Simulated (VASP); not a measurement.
A run of VASP 6.6.1:

The input INCAR:

```
PREC = Accurate
ENCUT = 520
EDIFF = 1E-7
ISMEAR = 0
SIGMA = 0.05
LREAL = False
LASPH = True
NELM = 100
ALGO = Normal
ISIF = 2
LWAVE = False
LCHARG = False
GGA = PE
NBANDS = 26
```

KPOINTS

```
regular mesh
0
Gamma
  9 9 2
```

The input POSCAR:

```
MgO
1.0
    3.2805263433      0.0000000000      0.0000000000
   -1.6402631717      2.8410191511      0.0000000000
    0.0000000000      0.0000000000     11.0746000000
Mg O
4 4
Direct
    0.3333333333      0.6666666667      0.9694906392
    0.0000000000      0.0000000000      0.2208211786
    0.0000000000      0.0000000000      0.7208211786
    0.6666666667      0.3333333333      0.4694906392
    0.3333333333      0.6666666667      0.7800420079
    0.0000000000      0.0000000000      0.5296443544
    0.0000000000      0.0000000000      0.0296443544
    0.6666666667      0.3333333333      0.2800420079
```

Potentials or basis: VASP PAW PBE potentials, release 64 (Mg, O).

Run with:

```sh
$ cat potpaw_PBE.64/Mg/POTCAR potpaw_PBE.64/O/POTCAR > POTCAR
$ mpirun -np 1 vasp_std > vasp.out
```

Hardware: 1 thread of Intel(R) Xeon(R) Platinum 8124M CPU @ 3.00GHz (Skylake/Cascade Lake), on a shared host.

**Question.** Estimate the wall time of this run.

**Answer.** Run time: 48 s on 1 thread of Intel(R) Xeon(R) Platinum 8124M CPU @ 3.00GHz (Skylake/Cascade Lake), with other jobs on the host, peak memory 0.22 GiB. Counts: scf iterations 15, k points 24.
